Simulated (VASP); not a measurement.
# CdS3 (P-42_1m) in VASP: relaxation of cell and atoms with PBE

Aim: the relaxation of cell and atoms of CdS3 with PBE.

Program: VASP 6.6.1. These are calculated values, not measurements. Logs are shortened: lines on timing, memory, paths and dates and some standing lists are left out, and cuts for length are marked.

## Step 1: The cell of the first run

It takes space group P-42_1m (No. 113, tetragonal). The conventional cell has a = 6.036 Å, b = 6.036 Å, c = 7.627 Å, α = 90.00°, β = 90.00°, γ = 90.00°. Cd (site symmetry -4) has 4 S at 2.57 Å within 3.4 Å. S (site symmetry 2mm) has 2 S at 2.07 Å within 2.7 Å. S (site symmetry m) has 1 S at 2.07 Å and 2 Cd at 2.57 Å within 2.7 Å.

## Step 2: Relaxation of cell and atoms, PBE

INCAR reads:

```
SYSTEM = CdS3
ALGO = Normal
EDIFF = 1E-7
EDIFFG = -0.001
ENCUT = 600
GGA = PE
IBRION = 2
ISIF = 3
ISMEAR = 0
LASPH = .TRUE.
LCHARG = .FALSE.
LREAL = .FALSE.
LWAVE = .FALSE.
NELM = 100
NSW = 80
PREC = Accurate
SIGMA = 0.01
```

KPOINTS reads:

```
k-points
0
G
  6 6 4
  0 0 0
```

POSCAR reads:

```
CdS3
1.0
    6.0364698087      0.0000000000      0.0000000000
    0.0000000000      6.0364698087      0.0000000000
    0.0000000000      0.0000000000      7.6267037014
Cd S
2 6
Direct
    0.0000000000      0.0000000000      0.0000000000
    0.5000000000      0.5000000000      0.0000000000
    0.0000000000      0.5000000000      0.3287018230
    0.2037441421      0.7037441421      0.1808061707
    0.7962558579      0.2962558579      0.1808061707
    0.5000000000      0.0000000000      0.6712981770
    0.2962558579      0.2037441421      0.8191938293
    0.7037441421      0.7962558579      0.8191938293
```

Potentials or basis: VASP PAW PBE potentials, release 64 (Cd, S).

Run with:

```sh
$ cat potpaw_PBE.64/Cd/POTCAR potpaw_PBE.64/S/POTCAR > POTCAR
$ mpirun -np 1 vasp_std > vasp.out
```

OUTCAR:

```text
SYSTEM = CdS3
   EDIFF = 1E-7
   EDIFFG = -0.001
   ENCUT = 600
   GGA = PE
   IBRION = 2
   ISIF = 3
   ISMEAR = 0
   LASPH = .TRUE.
   LREAL = .FALSE.
   NELM = 100
   NSW = 80
   PREC = Accurate

 ion  position               nearest neighbor table
   1  0.000  0.000  0.000-   4 2.57   5 2.57   7 2.57   8 2.57
   2  0.500  0.500  0.000-   4 2.57   5 2.57   7 2.57   8 2.57
   3  0.000  0.500  0.329-   4 2.07   5 2.07
   4  0.204  0.704  0.181-   3 2.07   2 2.57   1 2.57
   5  0.796  0.296  0.181-   3 2.07   2 2.57   1 2.57
   6  0.500  0.000  0.671-   7 2.07   8 2.07
   7  0.296  0.204  0.819-   6 2.07   2 2.57   1 2.57
   8  0.704  0.796  0.819-   6 2.07   2 2.57   1 2.57

  LATTYP: Found a simple tetragonal cell.
 ALAT       =     6.0364698087
 C/A-ratio  =     1.2634377282

  Lattice vectors:

 A1 = (   6.0364698087,   0.0000000000,   0.0000000000)
 A2 = (   0.0000000000,   6.0364698087,   0.0000000000)
 A3 = (   0.0000000000,   0.0000000000,   7.6267037014)

Analysis of symmetry for initial positions (statically):
=====================================================================
 Subroutine PRICEL returns:
 Original cell was already a primitive cell.

 Routine SETGRP: Setting up the symmetry group for a
 simple tetragonal supercell.

 Subroutine GETGRP returns: Found  8 space group operations
 (whereof  4 operations were pure point group operations)
 out of a pool of 16 trial point group operations.

The static configuration has the point symmetry S_4 .
 The point group associated with its full space group is D_2d.

Analysis of symmetry for dynamics (positions and initial velocities):
=====================================================================
 Subroutine PRICEL returns:
 Original cell was already a primitive cell.

 Routine SETGRP: Setting up the symmetry group for a
 simple tetragonal supercell.

 Subroutine GETGRP returns: Found  8 space group operations
 (whereof  4 operations were pure point group operations)
 out of a pool of 16 trial point group operations.

The dynamic configuration has the point symmetry S_4 .
 The point group associated with its full space group is D_2d.

 Subroutine INISYM returns: Found  8 space group operations
 (whereof  4 operations are pure point group operations),
 and found     1 'primitive' translations

----------------------------------------------------------------------------------------
[... 126 lines left out ...]
  volume/ion in A,a.u.               =      34.74       234.43
  Fermi-wavevector in a.u.,A,eV,Ry     =   0.982104  1.855908 13.123211  0.964529
  Thomas-Fermi vector in A             =   2.113162
   LORBIT       =      0    0 simple, 1 ext, 2 COOP (PROOUT), +10 PAW based schemes
   GGA     = PE    functional components
   LHFCALC =     F    Hartree Fock is set to
   AEXX    =    0.0000 exact exchange contribution
   IVDW    =     0    specifies the selected vdW correction
   LEPSILON=     F    determine dielectric tensor
   LRPA    =     F    only Hartree local field effects (RPA)
 conjugate gradient relaxation of ions
 non-spin polarized calculation
 Gauss-broadening in eV      SIGMA  =   0.01
  energy-cutoff  :      600.00
  volume of cell :      277.91
 maximum number of plane-waves:      9308
   NGX = 25   NGY = 25   NGZ = 31

--------------------------------------- Ionic step        1  -------------------------------------------

 number of electron      59.9999997 magnetization

 Free energy of the ion-electron system (eV)
  ---------------------------------------------------
  ext. energy  EPLUGINS =         0.00000000
  ---------------------------------------------------
  free energy    TOTEN  =       -27.73221444 eV

  energy without entropy =      -27.73221444  energy(sigma->0) =      -27.73221444

------------------------ aborting loop because EDIFF is reached ----------------------------------------

  FORCE on cell =-STRESS in cart. coord.  units (eV):
  Direction    XX          YY          ZZ          XY          YZ          ZX
  --------------------------------------------------------------------------------------
  -------------------------------------------------------------------------------------
  Total       -0.1575642     -0.1575642     -0.0975483      0.0000000      0.0000000      0.0000000
  in kB       -0.9083753     -0.9083753     -0.5623767      0.0000000      0.0000000      0.0000000
  external PRESSURE =      -0.7930424 kB  Pullay stress =       0.0000000 kB
[... 107 lines left out ...]
  FREE ENERGIE OF THE ION-ELECTRON SYSTEM (eV)
  ---------------------------------------------------
  free  energy   TOTEN  =       -27.7337665234 eV

  energy  without entropy=      -27.7337665234  energy(sigma->0) =      -27.73376652

[... ionic steps 4 to 28 ...]

--------------------------------------- Ionic step       29  -------------------------------------------

 number of electron      60.0000010 magnetization

------------------------ aborting loop because EDIFF is reached ----------------------------------------
[... 79 lines left out ...]
--------------------------------------- Ionic step       31  -------------------------------------------

 number of electron      60.0000010 magnetization

 Free energy of the ion-electron system (eV)
  ---------------------------------------------------
  ext. energy  EPLUGINS =         0.00000000
  ---------------------------------------------------
  free energy    TOTEN  =       -27.73446750 eV

  energy without entropy =      -27.73446750  energy(sigma->0) =      -27.73446750

 E-fermi :   0.2364     XC(G=0):  -7.0743

 val. band max:        0.1630480476   @ k =   0.0000   0.0000   0.5000
 cond. band min:       1.8716497886   @ k =   0.0000   0.0000   0.5000
 fundamental gap:      1.7086017410
 Fermi energy:         0.2364124497

 k-point     1 :       0.0000    0.0000    0.0000
  band No.  band energies     occupation
      1     -15.3158      2.00000
      2     -15.2277      2.00000
      3     -12.8536      2.00000
      4     -12.8536      2.00000
      5     -10.2819      2.00000
      6     -10.1929      2.00000
[... 925 lines left out ...]
     35       4.3560      0.00000
     36       4.3560      0.00000

 [... further k-points ...]

------------------------ aborting loop because EDIFF is reached ----------------------------------------

  FORCE on cell =-STRESS in cart. coord.  units (eV):
  Direction    XX          YY          ZZ          XY          YZ          ZX
  --------------------------------------------------------------------------------------
  -------------------------------------------------------------------------------------
  Total        0.0023809      0.0023809      0.0031037      0.0000000      0.0000000      0.0000000
  in kB        0.0138404      0.0138404      0.0180419      0.0000000      0.0000000      0.0000000
  external PRESSURE =       0.0152409 kB  Pullay stress =       0.0000000 kB
[... 23 lines left out ...]
  FREE ENERGIE OF THE ION-ELECTRON SYSTEM (eV)
  ---------------------------------------------------
  free  energy   TOTEN  =       -27.7344674955 eV

  energy  without entropy=      -27.7344674955  energy(sigma->0) =      -27.73446750

 reached required accuracy - stopping structural energy minimisation
```

OSZICAR:

```text
N       E                     dE             d eps       ncg     rms          rms(c)
DAV:   1     0.445572805386E+03    0.44557E+03   -0.28387E+04  2160   0.158E+03
DAV:   2     0.122807260223E+02   -0.43329E+03   -0.42437E+03  2596   0.321E+02
DAV:   3    -0.280852256764E+02   -0.40366E+02   -0.40088E+02  2604   0.963E+01
[... 269 lines left out ...]
DAV:   2    -0.277344674436E+02   -0.19142E-07   -0.12781E-07  1340   0.202E-03
  30 F= -.27734467E+02 E0= -.27734467E+02  d E =-.694784E-06
       N       E                     dE             d eps       ncg     rms          rms(c)
DAV:   1    -0.277344674765E+02   -0.52089E-07   -0.79097E-06  2296   0.134E-02    0.223E-03
DAV:   2    -0.277344674955E+02   -0.18957E-07   -0.43913E-07  2344   0.327E-03
  31 F= -.27734467E+02 E0= -.27734467E+02  d E =-.746688E-06
```

CONTCAR:

```text
CdS3
   1.00000000000000
     6.0354038091761888    0.0000000000000000    0.0000000000000000
     0.0000000000000000    6.0354038091761888   -0.0000000000000000
     0.0000000000000000    0.0000000000000000    7.5665707307902332
  Cd              S
     2     6
Direct
     0.0000000000000000    0.0000000000000000    0.0000000000000000
     0.5000000000000000    0.5000000000000000    0.0000000000000000
     0.0000000000000000    0.5000000000000000    0.3318078320720121
     0.2030923612014277    0.7030923612014279    0.1833577280925587
     0.7969076387985721    0.2969076387985720    0.1833577280925587
     0.5000000000000000    0.0000000000000000    0.6681921679279882
     0.2969076387985720    0.2030923612014277    0.8166422719074412
     0.7030923612014279    0.7969076387985721    0.8166422719074412

  0.00000000E+00  0.00000000E+00  0.00000000E+00
  0.00000000E+00  0.00000000E+00  0.00000000E+00
  0.00000000E+00  0.00000000E+00  0.00000000E+00
  0.00000000E+00  0.00000000E+00  0.00000000E+00
  0.00000000E+00  0.00000000E+00  0.00000000E+00
  0.00000000E+00  0.00000000E+00  0.00000000E+00
  0.00000000E+00  0.00000000E+00  0.00000000E+00
  0.00000000E+00  0.00000000E+00  0.00000000E+00
```

Wall time 2.1 h (1 thread of Oxide Virtual Turin-like, shared host); peak memory 0.58 GiB.

What came out:

```yaml
Free_energy: -27.7345 eV
Relaxed_volume: 34.45 Å³/atom
Relaxed_cell: a = 6.035 Å, b = 6.035 Å, c = 7.567 Å, α = 90.00°, β = 90.00°, γ = 90.00°
Space_group_after_relaxing_to_0.1_Å: P-42_1m (No. 113)
Energy_gained_by_relaxing: 0.3 meV/atom
Ionic_steps: 31
Pressure_after_relaxing: 0.0 GPa
Band_gap_on_the_k_mesh: 1.71 eV
```

Step by step:
```tsv
step	energy change (eV)	largest force (eV/Å)	pressure (GPa)	volume (Å³)
1	0.0000	0.1252	-0.08	277.91
2	-0.0013	0.0758	0.17	277.22
3	-0.0016	0.0255	0.09	277.43
4	-0.0020	0.0166	0.03	278.09
5	-0.0020	0.0144	-0.01	278.48
6	-0.0020	0.0147	-0.01	278.45
7	-0.0020	0.0092	-0.01	278.43
8	-0.0021	0.0040	-0.01	278.39
9	-0.0021	0.0061	0.00	278.32
10	-0.0021	0.0056	0.01	278.33
11	-0.0021	0.0046	0.00	278.34
12	-0.0021	0.0047	0.00	278.31
13	-0.0021	0.0048	0.00	278.25
14	-0.0021	0.0049	-0.01	278.12
15	-0.0021	0.0052	-0.02	277.85
16	-0.0021	0.0116	-0.05	277.32
17	-0.0022	0.0080	-0.03	277.60
18	-0.0022	0.0079	-0.03	277.59
19	-0.0022	0.0081	-0.03	277.54
20	-0.0022	0.0083	-0.03	277.44
21	-0.0022	0.0088	-0.02	277.25
22	-0.0022	0.0116	-0.02	276.87
23	-0.0022	0.0178	0.00	276.11
24	-0.0022	0.0096	0.00	275.93
25	-0.0022	0.0033	-0.01	275.73
26	-0.0023	0.0020	0.00	275.67
27	-0.0023	0.0025	0.00	275.62
28	-0.0023	0.0007	0.00	275.62
29	-0.0023	0.0014	0.00	275.62
30	-0.0023	0.0011	0.00	275.62
31	-0.0023	0.0008	0.00	275.62
```

Final structure:
```yaml
crystal:
  lattice:
    - [6.03540, 0.00000, 0.00000]
    - [0.00000, 6.03540, 0.00000]
    - [0.00000, 0.00000, 7.56657]
  atoms:
    - { symbol: Cd, position: [0.00000, 0.00000, 0.00000] }
    - { symbol: Cd, position: [0.50000, 0.50000, 0.00000] }
    - { symbol: S, position: [0.00000, 0.50000, 0.33181] }
    - { symbol: S, position: [0.20309, 0.70309, 0.18336] }
    - { symbol: S, position: [0.79691, 0.29691, 0.18336] }
    - { symbol: S, position: [0.50000, 0.00000, 0.66819] }
    - { symbol: S, position: [0.29691, 0.20309, 0.81664] }
    - { symbol: S, position: [0.70309, 0.79691, 0.81664] }
```
